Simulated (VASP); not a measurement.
# Ta (Im-3m) in VASP: a series of runs

The runs below take Ta through relaxation of cell and atoms, with LDA.

All numbers are computed with VASP 6.6.1; they aren't measurements. Logs are shortened: lines on timing, memory, paths and dates and some standing lists are left out, and cuts for length are marked.

### Step 1. The cell of the first run

Symmetry: Im-3m, No. 229, cubic system. Conventional cell: a = 3.254 Å, b = 3.254 Å, c = 3.254 Å, α = 90.00°, β = 90.00°, γ = 90.00°. Within 3.7 Å of Ta (site symmetry m-3m) lie 14 Ta at 2.82 to 3.25 Å.

### Step 2. Relaxation of cell and atoms, LDA, target pressure 7 GPa, at which the enthalpy is minimised

File INCAR:

```
ALGO = Normal ; EDIFF = 1E-7
EDIFFG = -0.002 ; ENCUT = 600
GGA = CA ; IBRION = 2
ISIF = 3 ; ISMEAR = -1
LASPH = T ; LCHARG = F
LREAL = F ; LWAVE = F
NELM = 80 ; NSW = 100
PREC = Accurate ; PSTRESS = 70.0
SIGMA = 0.08
```

File KPOINTS:

```
k-points
0
Gamma
  24 24 24
```

File POSCAR:

```
Ta
1.0
   -1.6268863385      1.6268863385      1.6268863385
    1.6268863385     -1.6268863385      1.6268863385
    1.6268863385      1.6268863385     -1.6268863385
Ta
1
Direct
    0.0000000000      0.0000000000      0.0000000000
```

Potentials or basis: VASP PAW LDA potentials, release 64 (Ta_pv).

Command:

```console
> cat potpaw_LDA.64/Ta_pv/POTCAR > POTCAR
> mpirun -np 1 vasp_std > vasp.out
```

OUTCAR:

```text
EDIFF = 1E-7
   EDIFFG = -0.002
   ENCUT = 600
   GGA = CA
   IBRION = 2
   ISIF = 3
   ISMEAR = -1
   LASPH = T
   LREAL = F
   NELM = 80
   NSW = 100
   PREC = Accurate
   PSTRESS = 70.0

 ion  position               nearest neighbor table
   1  0.000  0.000  0.000-

  LATTYP: Found a body centered cubic cell.
 ALAT       =     3.2537726770

  Lattice vectors:

 A1 = (  -1.6268863385,   1.6268863385,   1.6268863385)
 A2 = (   1.6268863385,  -1.6268863385,   1.6268863385)
 A3 = (   1.6268863385,   1.6268863385,  -1.6268863385)

Analysis of symmetry for initial positions (statically):
=====================================================================
 Subroutine PRICEL returns:
 Original cell was already a primitive cell.

 Routine SETGRP: Setting up the symmetry group for a
 body centered cubic supercell.

 Subroutine GETGRP returns: Found 48 space group operations
 (whereof 48 operations were pure point group operations)
 out of a pool of 48 trial point group operations.

The static configuration has the point symmetry O_h .

Analysis of symmetry for dynamics (positions and initial velocities):
=====================================================================
 Subroutine PRICEL returns:
 Original cell was already a primitive cell.

 Routine SETGRP: Setting up the symmetry group for a
 body centered cubic supercell.

 Subroutine GETGRP returns: Found 48 space group operations
 (whereof 48 operations were pure point group operations)
 out of a pool of 48 trial point group operations.

The dynamic configuration has the point symmetry O_h .

 Subroutine INISYM returns: Found 48 space group operations
 (whereof 48 operations are pure point group operations),
 and found     1 'primitive' translations

----------------------------------------------------------------------------------------

                                     Primitive cell

  volume of cell :      17.2239

  direct lattice vectors                    reciprocal lattice vectors
    -1.626886339  1.626886339  1.626886339     0.000000000  0.307335545  0.307335545
     1.626886339 -1.626886339  1.626886339     0.307335545  0.000000000  0.307335545
     1.626886339  1.626886339 -1.626886339     0.307335545  0.307335545  0.000000000

  length of vectors
     2.817849796  2.817849796  2.817849796     0.434638096  0.434638096  0.434638096

  position of ions in fractional coordinates (direct lattice)
     0.000000000  0.000000000  0.000000000

  ion indices of the primitive-cell ions
   primitive index   ion index
                 1           1

----------------------------------------------------------------------------------------

 KPOINTS: k-points

Automatic generation of k-mesh.
 Grid dimensions read from file:
 generate k-points for:   24   24   24

 Generating k-lattice:

  Cartesian coordinates                     Fractional coordinates (reciprocal lattice)
     0.000000000  0.012805648  0.012805648     0.041666667  0.000000000  0.000000000
     0.012805648  0.000000000  0.012805648     0.000000000  0.041666667  0.000000000
     0.012805648  0.012805648  0.000000000     0.000000000  0.000000000  0.041666667

  Length of vectors
     0.018109921  0.018109921  0.018109921

  Shift w.r.t. Gamma in fractional coordinates (k-lattice)
     0.000000000  0.000000000  0.000000000

 Subroutine IBZKPT returns following result:
 ===========================================

 Found    413 irreducible k-points:

 Following reciprocal coordinates:
            Coordinates               Weight
  0.000000  0.000000  0.000000      1.000000
  0.041667  0.000000  0.000000     12.000000
  0.083333  0.000000  0.000000     12.000000
  0.125000  0.000000  0.000000     12.000000
  0.166667  0.000000  0.000000     12.000000
  0.208333  0.000000  0.000000     12.000000
[... 16 lines left out ...]
  0.416667  0.041667  0.000000     48.000000
  0.458333  0.041667  0.000000     48.000000
 [... further k-points ...]
   k-points           NKPTS =    413   k-points in BZ     NKDIM =    413   number of bands    NBANDS=      9
   number of dos      NEDOS =    301   number of ions     NIONS =      1
   total plane-waves  NPLWV =  13824
   dimension x,y,z NGX =    24 NGY =   24 NGZ =   24
   dimension x,y,z NGXF=    48 NGYF=   48 NGZF=   48
   ions per type =               1
   NGX,Y,Z   is equivalent  to a cutoff of  14.16, 14.16, 14.16 a.u.
   NGXF,Y,Z  is equivalent  to a cutoff of  28.32, 28.32, 28.32 a.u.
 SYSTEM =  unknown system
   PREC   = accura    normal or accurate (medium, high low for compatibility)
   ISTART =      0    job   : 0-new  1-cont  2-samecut
   ICHARG =      2    charge: 1-file 2-atom 10-const
   ISPIN  =      1    spin polarized calculation?
   LNONCOLLINEAR =      F non collinear calculations
   LSORBIT =      F    spin-orbit coupling
   LASPH  =      T    aspherical Exc in radial PAW
   ENCUT  =  600.0 eV  44.10 Ry    6.64 a.u.   5.63  5.63  5.63*2*pi/ulx,y,z
   NELM   =     80;   NELMIN=  2; NELMDL= -5     # of ELM steps
   EDIFF  = 0.1E-06   stopping-criterion for ELM
   LREAL  =      F    real-space projection
   EDIFFG = -.2E-02   stopping-criterion for IOM
   NSW    =    100    number of steps for IOM
   IBRION =      2    ionic relax: 0-MD 1-quasi-New 2-CG
   NFREE  =      1    steps in history (QN), initial steepest desc. (CG)
   ISIF   =      3    stress and relaxation
   ISYM   =      2    0-nonsym 1-usesym 2-fastsym
   POTIM  = 0.5000    time-step for ionic-motion
   TEBEG  =    0.0;   TEEND  =   0.0 temperature during run
   PSTRESS=   70.0 pullay stress
   NELECT =      11.0000    total number of electrons
   NUPDOWN=      -1.0000    fix difference up-down
   EMIN   =  10.00;   EMAX   =-10.00  energy-range for DOS
   EFERMI =   0.00;   METHOD = LEGACY
   ISMEAR =    -1;   SIGMA  =   0.08  broadening in eV -4-tet -1-fermi 0-gaus
   EFERMI_NEDOS =   21; number of points for ismear=-14 and -15
   IALGO  =     38    algorithm
   IMIX   =      4    mixing-type and parameters
     AMIX     =   0.40;   BMIX     =  1.00
     AMIX_MAG =   1.60;   BMIX_MAG =  1.00
  volume/ion in A,a.u.               =      17.22       116.23
  Fermi-wavevector in a.u.,A,eV,Ry     =   1.409814  2.664162 27.042610  1.987576
  Thomas-Fermi vector in A             =   2.531832
   LORBIT       =      0    0 simple, 1 ext, 2 COOP (PROOUT), +10 PAW based schemes
   GGA     = CA    functional components
   LHFCALC =     F    Hartree Fock is set to
   AEXX    =    0.0000 exact exchange contribution
   IVDW    =     0    specifies the selected vdW correction
   LEPSILON=     F    determine dielectric tensor
   LRPA    =     F    only Hartree local field effects (RPA)
 conjugate gradient relaxation of ions
 non-spin polarized calculation
  energy-cutoff  :      600.00
  volume of cell :       17.22
 maximum number of plane-waves:       603
   NGX = 11   NGY = 11   NGZ = 11

--------------------------------------- Ionic step        1  -------------------------------------------

 number of electron      11.0000000 magnetization

 Free energy of the ion-electron system (eV)
  ---------------------------------------------------
  ext. energy  EPLUGINS =         0.00000000
  ---------------------------------------------------
  free energy    TOTEN  =       -12.84146629 eV

  energy without entropy =      -12.81515839  energy(sigma->0) =      -12.82831234

------------------------ aborting loop because EDIFF is reached ----------------------------------------

  FORCE on cell =-STRESS in cart. coord.  units (eV):
  Direction    XX          YY          ZZ          XY          YZ          ZX
  --------------------------------------------------------------------------------------
  -------------------------------------------------------------------------------------
  Total        0.0936671      0.0936671      0.0936671      0.0000000      0.0000000     -0.0000000
  in kB        8.7129700      8.7129700      8.7129700      0.0000000      0.0000000     -0.0000000
  external PRESSURE =     -61.2870300 kB  Pullay stress =      70.0000000 kB

 VOLUME and BASIS-vectors are now :
 -----------------------------------------------------------------------------
  energy-cutoff  :      600.00
  volume of cell :       17.22
      direct lattice vectors                 reciprocal lattice vectors
    -1.626886339  1.626886339  1.626886339     0.000000000  0.307335545  0.307335545
     1.626886339 -1.626886339  1.626886339     0.307335545  0.000000000  0.307335545
     1.626886339  1.626886339 -1.626886339     0.307335545  0.307335545  0.000000000
[... 192 lines left out ...]
  FREE ENERGIE OF THE ION-ELECTRON SYSTEM (eV)
  ---------------------------------------------------
  free  energy   TOTEN  =       -12.8313848272 eV

  energy  without entropy=      -12.8057463900  energy(sigma->0) =      -12.81856561

  enthalpy is  TOTEN    =       -12.0976220123 eV   P V=        0.7337628149

--------------------------------------- Ionic step        7  -------------------------------------------

 number of electron      10.9999998 magnetization

 Free energy of the ion-electron system (eV)
  ---------------------------------------------------
  ext. energy  EPLUGINS =         0.00000000
  ---------------------------------------------------
  free energy    TOTEN  =       -12.83070079 eV

  energy without entropy =      -12.80508345  energy(sigma->0) =      -12.81789212

 E-fermi :   6.0027     XC(G=0): -13.1598

 val. band max:        5.9790085255   @ k =  -0.1667   0.1667   0.0417
 cond. band min:       6.0060169088   @ k =  -0.3333   0.4167   0.0417
 fundamental gap:      0.0270083834
 Fermi energy:         6.0026891942

 k-point     1 :       0.0000    0.0000    0.0000
  band No.  band energies     occupation
      1     -26.6145      2.00000
      2     -26.6145      2.00000
      3     -26.6145      2.00000
      4      -2.1001      2.00000
      5       6.6663      0.00050
      6       6.6663      0.00050
      7       6.6663      0.00050
      8      10.1844      0.00000
      9      10.1844      0.00000

 k-point     2 :       0.0417    0.0000    0.0000
  band No.  band energies     occupation
      1     -26.6430      2.00000
      2     -26.6230      2.00000
      3     -26.6147      2.00000
      4      -2.0139      2.00000
      5       6.6098      0.00101
      6       6.6523      0.00059
      7       6.7503      0.00017
      8      10.0863      0.00000
      9      10.1839      0.00000
[... 253 lines left out ...]
 k-point    24 :       0.4583    0.0417    0.0000
  band No.  band energies     occupation
      1     -28.1039      2.00000
      2     -27.1006      2.00000
      3     -26.6383      2.00000
      4       1.3693      2.00000
      5       4.2195      2.00000
      6       7.9022      0.00000
      7      10.0932      0.00000
      8      11.2786      0.00000
      9      14.4766      0.00000

 [... further k-points ...]
[... 5 lines left out ...]
  --------------------------------------------------------------------------------------
  -------------------------------------------------------------------------------------
  Total        0.7330444      0.7330444      0.7330444     -0.0000000     -0.0000000      0.0000000
  in kB       69.9978240     69.9978240     69.9978240     -0.0000000     -0.0000000      0.0000000
  external PRESSURE =      -0.0021760 kB  Pullay stress =      70.0000000 kB

 VOLUME and BASIS-vectors are now :
 -----------------------------------------------------------------------------
  energy-cutoff  :      600.00
  volume of cell :       16.78
      direct lattice vectors                 reciprocal lattice vectors
    -1.612744068  1.612744068  1.612744068     0.000000000  0.310030593  0.310030593
     1.612744068 -1.612744068  1.612744068     0.310030593  0.000000000  0.310030593
     1.612744068  1.612744068 -1.612744068     0.310030593  0.310030593  0.000000000

 POSITION                                       TOTAL-FORCE (eV/Angst)
 -----------------------------------------------------------------------------------
      0.00000      0.00000      0.00000        -0.000000      0.000000     -0.000000
 -----------------------------------------------------------------------------------
    total drift:                               -0.000000      0.000000      0.000000

  FREE ENERGIE OF THE ION-ELECTRON SYSTEM (eV)
  ---------------------------------------------------
  free  energy   TOTEN  =       -12.8307007872 eV

  energy  without entropy=      -12.8050834504  energy(sigma->0) =      -12.81789212

  enthalpy is  TOTEN    =       -12.0976335528 eV   P V=        0.7330672344

 reached required accuracy - stopping structural energy minimisation
```

Wall time 65 s (1 thread of Intel Xeon 6975P-C (Granite Rapids), shared host); peak memory 0.22 GiB.

What came out:

| Quantity | Value |
| --- | --- |
| Free energy | -12.8307 eV |
| Relaxed volume | 16.78 Å³/atom |
| Relaxed cell | a = 2.793 Å, b = 2.793 Å, c = 2.793 Å, α = 109.47°, β = 109.47°, γ = 109.47° |
| Space group after relaxing (to 0.1 Å) | Im-3m (No. 229) |
| Energy change on relaxing (the run minimises the enthalpy) | +10.8 meV/atom |
| Ionic steps | 7 |
| Pressure after relaxing | 7.0 GPa |
| Band gap on the k mesh | zero (an odd number of electrons rules out a gap without spin polarisation) |

The path:
```tsv
step	energy change (eV)	largest force (eV/Å)	pressure (GPa)	volume (Å³)
1	0.0000	0.0000	0.87	17.22
2	0.1275	0.0000	26.69	15.63
3	0.0102	0.0000	6.81	16.79
4	0.0107	0.0000	6.98	16.78
5	0.0111	0.0000	7.11	16.77
6	0.0101	0.0000	6.77	16.79
7	0.0108	0.0000	7.00	16.78
```

Final structure:
```xyz
1
Lattice="-1.6127 1.6127 1.6127 1.6127 -1.6127 1.6127 1.6127 1.6127 -1.6127" Properties=species:S:1:pos:R:3 pbc="T T T"
Ta    0.0000    0.0000    0.0000
```

Levels at points of the mesh, in eV from the Fermi level:
```
           k point  band 2  band 3  band 4  band 5  band 6  band 7  band 8  band 9
(0.00, 0.00, 0.00)  -32.62  -32.62   -8.10    0.66    0.66    0.66    4.18    4.18
(0.50, 0.00, 0.00)  -33.10  -32.63   -4.70   -1.81    2.10    4.11    5.21    8.47
(0.50, 0.50, 0.50)  -33.65  -33.65   -4.26   -4.26    7.38    7.38    7.38    9.43
```

Caveat: the cell is relaxed towards a set pressure, so the run minimises the enthalpy, not the energy; spin-orbit coupling is left out, which moves the levels of the heavy elements. Zero-point motion and thermal expansion aren't in these numbers.

### Step 3. Relaxation of cell and atoms, LDA, target pressure 10 GPa, at which the enthalpy is minimised

File INCAR:

```
SYSTEM = Ta
ALGO = Normal ; EDIFF = 1E-6
EDIFFG = -0.002 ; ENCUT = 600
GGA = CA ; IBRION = 2
ISIF = 3 ; ISMEAR = -1
LASPH = .True. ; LCHARG = .False.
LREAL = .False. ; LWAVE = .False.
NELM = 80 ; NSW = 100
PREC = Accurate ; PSTRESS = 100.0
SIGMA = 0.08
```

File KPOINTS:

```
k-points
0
Gamma
  24 24 24
  0 0 0
```

POSCAR is that of step 2.

Potentials or basis: VASP PAW LDA potentials, release 64 (Ta_pv).

Command:

```console
> cat potpaw_LDA.64/Ta_pv/POTCAR > POTCAR
> mpirun -np 1 vasp_std > vasp.out
```

Run time: 95 s. Hardware: 1 thread of Intel Xeon 6975P-C (Granite Rapids), shared host; peak memory 0.22 GiB.

It converged, with:

```
Free energy                                                : -12.8202 eV
Relaxed volume                                             : 16.58 Å³/atom
Relaxed cell                                               : a = 2.782 Å, b = 2.782 Å, c = 2.782 Å, α = 109.47°, β = 109.47°, γ = 109.47°
Space group after relaxing (to 0.1 Å)                      : Im-3m (No. 229)
Energy change on relaxing (the run minimises the enthalpy) : +21.3 meV/atom
Ionic steps                                                : 17
Pressure after relaxing                                    : 10.0 GPa
Band gap on the k mesh                                     : zero (an odd number of electrons rules out a gap without spin polarisation)
```

The path:
```tsv
step	energy change (eV)	largest force (eV/Å)	pressure (GPa)	volume (Å³)
1	0.0000	0.0000	0.90	17.22
2	0.2862	0.0000	42.97	14.90
3	0.0196	0.0000	9.56	16.61
4	0.0212	0.0000	9.94	16.58
5	0.0220	0.0000	10.15	16.57
6	0.0200	0.0000	9.71	16.60
7	0.0213	0.0000	9.98	16.58
8	0.0214	0.0000	9.97	16.58
9	0.0217	0.0000	10.07	16.57
10	0.0215	0.0000	10.05	16.58
11	0.0214	0.0000	10.05	16.58
12	0.0214	0.0000	10.03	16.58
13	0.0213	0.0000	10.05	16.58
14	0.0211	0.0000	9.96	16.58
15	0.0212	0.0000	9.91	16.58
16	0.0213	0.0000	9.94	16.58
17	0.0213	0.0000	9.98	16.58
```

Final structure:
```yaml
crystal:
  lattice:
    - [-1.60634, 1.60634, 1.60634]
    - [1.60634, -1.60634, 1.60634]
    - [1.60634, 1.60634, -1.60634]
  atoms:
    - { symbol: Ta, position: [0.00000, 0.00000, 0.00000] }
```

Levels at points of the mesh, in eV from the Fermi level:
```csv
k point,band 2,band 3,band 4,band 5,band 6,band 7,band 8,band 9
"(0.00, 0.00, 0.00)",-32.57,-32.57,-8.15,0.66,0.66,0.66,4.22,4.22
"(0.50, 0.00, 0.00)",-33.07,-32.58,-4.76,-1.85,2.17,4.17,5.28,8.60
"(0.50, 0.50, 0.50)",-33.64,-33.64,-4.34,-4.34,7.49,7.49,7.49,9.55
```

Caveat: the cell is relaxed towards a set pressure, so the run minimises the enthalpy, not the energy; spin-orbit coupling is left out, which moves the levels of the heavy elements. Zero-point motion and thermal expansion aren't in these numbers.

(Part 1 of 2 ends here.)
